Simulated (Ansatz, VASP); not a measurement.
**BaF2 in VASP and in Ansatz**

The input POSCAR:

```
BaF2
1.0
    0.0000000000      3.0971612412      3.0971612412
    3.0971612412      0.0000000000      3.0971612412
    3.0971612412      3.0971612412      0.0000000000
Ba F
1 2
Direct
    0.0000000000      0.0000000000      0.0000000000
    0.2500000000      0.2500000000      0.2500000000
    0.7500000000      0.7500000000      0.7500000000
```

INCAR.step1

```
SYSTEM = BaF2
ALGO = Normal
EDIFF = 1E-5
ENCUT = 520
GGA = PE
GGA_COMPAT = .False.
ISIF = 2
ISMEAR = 0
LASPH = .True.
LCHARG = .False.
LREAL = .False.
LWAVE = .True.
NBANDS = 19
NELM = 120
PREC = Accurate
SIGMA = 0.01
```

INCAR.step2

```
SYSTEM = BaF2
AEXX = 0.15
ALGO = Normal
EDIFF = 1E-6
ENCUT = 520
GGA = PE
GGA_COMPAT = .False.
HFSCREEN = 0.5
ISIF = 2
ISMEAR = 0
ISTART = 1
LASPH = .True.
LCHARG = .False.
LHFCALC = .True.
LREAL = .False.
LWAVE = .False.
NBANDS = 19
NELM = 120
PREC = Accurate
PRECFOCK = Normal
SIGMA = 0.01
```

Contents of KPOINTS:

```
k-points
0
Gamma
  4 4 4
  0 0 0
```

Input for Ansatz:

```yaml
crystal:
  lattice:
    - [0.0, 3.0971612412, 3.0971612412]
    - [3.0971612412, 0.0, 3.0971612412]
    - [3.0971612412, 3.0971612412, 0.0]
  atoms:
    - { symbol: Ba, position: [0.0, 0.0, 0.0] }
    - { symbol: F, position: [0.25, 0.25, 0.25] }
    - { symbol: F, position: [0.75, 0.75, 0.75] }
kpoints:
  mp_grid: { grid: [4, 4, 4] }
hamiltonian:
  xc: { exchange: pbe, correlation: pbe, exx: { coeff: 0.15, omega: 0.5 } }
scf:
  occupations: { method: fixed }
  n_extra_bands: 4
output:
  forces: true
  stress: true
  eigenvalues: true
```

Alike in both runs: task single point; functional PBE-based screened hybrid with a share of 0.15 of exact exchange and HFSCREEN = 0.5; k mesh 4 × 4 × 4; no spin polarisation.

```csv
,VASP,Ansatz
version,VASP 6.6.1,Ansatz 0.2.0
potentials or method,"VASP PAW PBE potentials, release 64 (Ba_sv, F)",plane waves
plane-wave cutoff (eV),520,420
occupations,"gaussian, width 0.01 eV",fixed
valence electrons in the cell,24,24
```

VASP gave:

- gap on the k mesh at the Fermi level (eV): 7.50
- pressure (GPa): 1.9

Estimate Ansatz's values.

gap on the k mesh at the Fermi level (eV): 7.57; pressure (GPa): 0.8.

VASP's potentials were made for PBE, not for PBE-based screened hybrid. Ansatz's warnings: stress exchange threshold loose, stress scf threshold loose.

The k mesh is coarse, so the values compare programs but aren't converged. Neither program's run includes spin-orbit coupling.
